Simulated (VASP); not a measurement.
# GaGe (F-43m) in VASP: a series of runs, part 2 of 3

VASP 6.6.1. The steps go on from the part before.

## 3. Single point, LDA

This run uses another cell than the first one, of 24.82 Å³/atom, 1.020 times its volume.

INCAR

```
SYSTEM = GaGe
PREC = Accurate
ENCUT = 520
EDIFF = 1E-7
ISMEAR = -1
SIGMA = 0.05
LREAL = .FALSE.
LASPH = .TRUE.
NELM = 60
ALGO = Normal
ISIF = 2
LWAVE = .FALSE.
LCHARG = .FALSE.
GGA = CA
NBANDS = 20
```

KPOINTS

```
regular mesh
0
G
  8 8 8
  0 0 0
```

POSCAR

```
GaGe
1.0
    0.0000000000      2.9170355792      2.9170355792
    2.9170355792      0.0000000000      2.9170355792
    2.9170355792      2.9170355792      0.0000000000
Ge Ga
1 1
Direct
    0.0000000000      0.0000000000      0.0000000000
    0.2500000000      0.2500000000      0.2500000000
```

Potentials or basis: VASP PAW LDA potentials, release 64 (Ge_d, Ga_d).

Launch:

```
$ cat potpaw_LDA.64/Ge_d/POTCAR potpaw_LDA.64/Ga_d/POTCAR > POTCAR
$ mpirun -np 1 vasp_std > vasp.out
```

OUTCAR:

```text
SYSTEM = GaGe
   PREC = Accurate
   ENCUT = 520
   EDIFF = 1E-7
   ISMEAR = -1
   LREAL = .FALSE.
   LASPH = .TRUE.
   NELM = 60
   ISIF = 2
   GGA = CA

 ion  position               nearest neighbor table
   1  0.000  0.000  0.000-   2 2.53   2 2.53   2 2.53   2 2.53
   2  0.250  0.250  0.250-   1 2.53   1 2.53   1 2.53   1 2.53

  LATTYP: Found a face centered cubic cell.
 ALAT       =     5.8340711584

  Lattice vectors:

 A1 = (   0.0000000000,   2.9170355792,   2.9170355792)
 A2 = (   2.9170355792,   0.0000000000,   2.9170355792)
 A3 = (   2.9170355792,   2.9170355792,   0.0000000000)

Analysis of symmetry for initial positions (statically):
=====================================================================
 Subroutine PRICEL returns:
 Original cell was already a primitive cell.

 Routine SETGRP: Setting up the symmetry group for a
 face centered cubic supercell.

 Subroutine GETGRP returns: Found 24 space group operations
 (whereof 24 operations were pure point group operations)
 out of a pool of 48 trial point group operations.

The static configuration has the point symmetry T_d .

Analysis of symmetry for dynamics (positions and initial velocities):
=====================================================================
 Subroutine PRICEL returns:
 Original cell was already a primitive cell.

 Routine SETGRP: Setting up the symmetry group for a
 face centered cubic supercell.

 Subroutine GETGRP returns: Found 24 space group operations
 (whereof 24 operations were pure point group operations)
 out of a pool of 48 trial point group operations.

The dynamic configuration has the point symmetry T_d .

 Subroutine INISYM returns: Found 24 space group operations
 (whereof 24 operations are pure point group operations),
 and found     1 'primitive' translations

----------------------------------------------------------------------------------------

                                     Primitive cell

  volume of cell :      49.6427

  direct lattice vectors                    reciprocal lattice vectors
     0.000000000  2.917035579  2.917035579    -0.171406891  0.171406891  0.171406891
     2.917035579  0.000000000  2.917035579     0.171406891 -0.171406891  0.171406891
     2.917035579  2.917035579  0.000000000     0.171406891  0.171406891 -0.171406891

  length of vectors
     4.125311278  4.125311278  4.125311278     0.296885444  0.296885444  0.296885444

  position of ions in fractional coordinates (direct lattice)
     0.000000000  0.000000000  0.000000000
     0.250000000  0.250000000  0.250000000

  ion indices of the primitive-cell ions
   primitive index   ion index
                 1           1
                 2           2

----------------------------------------------------------------------------------------

 KPOINTS: regular mesh

Automatic generation of k-mesh.
 Grid dimensions read from file:
 generate k-points for:    8    8    8

 Generating k-lattice:

  Cartesian coordinates                     Fractional coordinates (reciprocal lattice)
    -0.021425861  0.021425861  0.021425861     0.125000000  0.000000000  0.000000000
     0.021425861 -0.021425861  0.021425861     0.000000000  0.125000000  0.000000000
     0.021425861  0.021425861 -0.021425861     0.000000000  0.000000000  0.125000000

  Length of vectors
     0.037110681  0.037110681  0.037110681

  Shift w.r.t. Gamma in fractional coordinates (k-lattice)
     0.000000000  0.000000000  0.000000000

 Subroutine IBZKPT returns following result:
 ===========================================

 Found     29 irreducible k-points:

 Following reciprocal coordinates:
            Coordinates               Weight
  0.000000  0.000000  0.000000      1.000000
  0.125000  0.000000  0.000000      8.000000
  0.250000  0.000000  0.000000      8.000000
  0.375000  0.000000  0.000000      8.000000
  0.500000  0.000000  0.000000      4.000000
  0.125000  0.125000  0.000000      6.000000
[... 16 lines left out ...]
  0.500000  0.250000  0.125000     48.000000
 -0.375000  0.250000  0.125000     24.000000
 [... further k-points ...]
   k-points           NKPTS =     29   k-points in BZ     NKDIM =     29   number of bands    NBANDS=     20
   number of dos      NEDOS =    301   number of ions     NIONS =      2
   total plane-waves  NPLWV =  32768
   dimension x,y,z NGX =    32 NGY =   32 NGZ =   32
   dimension x,y,z NGXF=    64 NGYF=   64 NGZF=   64
   ions per type =               1   1
   NGX,Y,Z   is equivalent  to a cutoff of  12.90, 12.90, 12.90 a.u.
   NGXF,Y,Z  is equivalent  to a cutoff of  25.79, 25.79, 25.79 a.u.
 SYSTEM =  GaGe
   PREC   = accura    normal or accurate (medium, high low for compatibility)
   ISTART =      0    job   : 0-new  1-cont  2-samecut
   ICHARG =      2    charge: 1-file 2-atom 10-const
   ISPIN  =      1    spin polarized calculation?
   LNONCOLLINEAR =      F non collinear calculations
   LSORBIT =      F    spin-orbit coupling
   LASPH  =      T    aspherical Exc in radial PAW
   ENCUT  =  520.0 eV  38.22 Ry    6.18 a.u.   7.67  7.67  7.67*2*pi/ulx,y,z
   NELM   =     60;   NELMIN=  2; NELMDL= -5     # of ELM steps
   EDIFF  = 0.1E-06   stopping-criterion for ELM
   LREAL  =      F    real-space projection
   EDIFFG = 0.1E-05   stopping-criterion for IOM
   NSW    =      0    number of steps for IOM
   IBRION =     -1    ionic relax: 0-MD 1-quasi-New 2-CG
   NFREE  =      0    steps in history (QN), initial steepest desc. (CG)
   ISIF   =      2    stress and relaxation
   ISYM   =      2    0-nonsym 1-usesym 2-fastsym
   POTIM  = 0.5000    time-step for ionic-motion
   TEBEG  =    0.0;   TEEND  =   0.0 temperature during run
   PSTRESS=    0.0 pullay stress
   NELECT =      27.0000    total number of electrons
   NUPDOWN=      -1.0000    fix difference up-down
   EMIN   =  10.00;   EMAX   =-10.00  energy-range for DOS
   EFERMI =   0.00;   METHOD = LEGACY
   ISMEAR =    -1;   SIGMA  =   0.05  broadening in eV -4-tet -1-fermi 0-gaus
   EFERMI_NEDOS =   21; number of points for ismear=-14 and -15
   IALGO  =     38    algorithm
   IMIX   =      4    mixing-type and parameters
     AMIX     =   0.40;   BMIX     =  1.00
     AMIX_MAG =   1.60;   BMIX_MAG =  1.00
  volume/ion in A,a.u.               =      24.82       167.50
  Fermi-wavevector in a.u.,A,eV,Ry     =   1.336322  2.525282 24.296682  1.785756
  Thomas-Fermi vector in A             =   2.464957
   LORBIT       =      0    0 simple, 1 ext, 2 COOP (PROOUT), +10 PAW based schemes
   GGA     = CA    functional components
   LHFCALC =     F    Hartree Fock is set to
   AEXX    =    0.0000 exact exchange contribution
   IVDW    =     0    specifies the selected vdW correction
   LEPSILON=     F    determine dielectric tensor
   LRPA    =     F    only Hartree local field effects (RPA)
 non-spin polarized calculation
  energy-cutoff  :      520.00
  volume of cell :       49.64
 maximum number of plane-waves:      1363
   NGX = 15   NGY = 15   NGZ = 15

 number of electron      26.9999978 magnetization

 Free energy of the ion-electron system (eV)
  ---------------------------------------------------
  ext. energy  EPLUGINS =         0.00000000
  ---------------------------------------------------
  free energy    TOTEN  =        -8.36462666 eV

  energy without entropy =       -8.35593392  energy(sigma->0) =       -8.36028029

 E-fermi :   2.6588     XC(G=0):  -9.8043

 val. band max:        2.4279636120   @ k =   0.2500   0.2500   0.0000
 cond. band min:       2.6983144871   @ k =   0.5000   0.1250   0.0000
 fundamental gap:      0.2703508751
 Fermi energy:         2.6588064734

 k-point     1 :       0.0000    0.0000    0.0000
  band No.  band energies     occupation
      1     -21.4049      2.00000
      2     -21.4049      2.00000
      3     -21.4049      2.00000
      4     -21.3864      2.00000
      5     -21.3864      2.00000
      6     -11.7817      2.00000
[... 12 lines left out ...]
     19      10.1379      0.00000
     20      13.3919      0.00000

 k-point     2 :       0.1250    0.0000    0.0000
  band No.  band energies     occupation
      1     -21.4049      2.00000
      2     -21.4046      2.00000
      3     -21.4046      2.00000
      4     -21.3863      2.00000
      5     -21.3863      2.00000
      6     -11.7852      2.00000
[... 12 lines left out ...]
     19      11.0944      0.00000
     20      12.4148      0.00000
[... 465 lines left out ...]
      3     -21.4017      2.00000
      4     -21.3864      2.00000
      5     -21.3849      2.00000
      6     -11.8087      2.00000
[... 12 lines left out ...]
     19      12.8920      0.00000
     20      13.5751      0.00000

 k-point    24 :      -0.3750    0.2500    0.1250
  band No.  band energies     occupation
      1     -21.4045      2.00000
      2     -21.4031      2.00000
      3     -21.4014      2.00000
      4     -21.3862      2.00000
      5     -21.3850      2.00000
      6     -11.8104      2.00000
[... 12 lines left out ...]
     19      11.6255      0.00000
     20      14.4388      0.00000

 [... further k-points ...]
[... 5 lines left out ...]
  --------------------------------------------------------------------------------------
  -------------------------------------------------------------------------------------
  Total       -1.4836399     -1.4836399     -1.4836399      0.0000000      0.0000000      0.0000000
  in kB      -47.8832811    -47.8832811    -47.8832811      0.0000000      0.0000000      0.0000000
  external PRESSURE =     -47.8832811 kB  Pullay stress =       0.0000000 kB

 VOLUME and BASIS-vectors are now :
 -----------------------------------------------------------------------------
  energy-cutoff  :      520.00
  volume of cell :       49.64
      direct lattice vectors                 reciprocal lattice vectors
     0.000000000  2.917035579  2.917035579    -0.171406891  0.171406891  0.171406891
     2.917035579  0.000000000  2.917035579     0.171406891 -0.171406891  0.171406891
     2.917035579  2.917035579  0.000000000     0.171406891  0.171406891 -0.171406891

 POSITION                                       TOTAL-FORCE (eV/Angst)
 -----------------------------------------------------------------------------------
      0.00000      0.00000      0.00000        -0.000000     -0.000000      0.000000
      1.45852      1.45852      1.45852         0.000000      0.000000     -0.000000
 -----------------------------------------------------------------------------------
    total drift:                               -0.000000     -0.000000     -0.000000

  FREE ENERGIE OF THE ION-ELECTRON SYSTEM (eV)
  ---------------------------------------------------
  free  energy   TOTEN  =        -8.3646266585 eV

  energy  without entropy=       -8.3559339219  energy(sigma->0) =       -8.36028029
```

Wall time 8.1 s (1 thread of Intel Xeon 6975P-C (Granite Rapids), shared host); peak memory 0.16 GiB.

What came out:

| Item | Value |
| --- | --- |
| Free energy | -8.3646 eV |
| Pressure | -4.8 GPa |

[end of part 2 of 3]
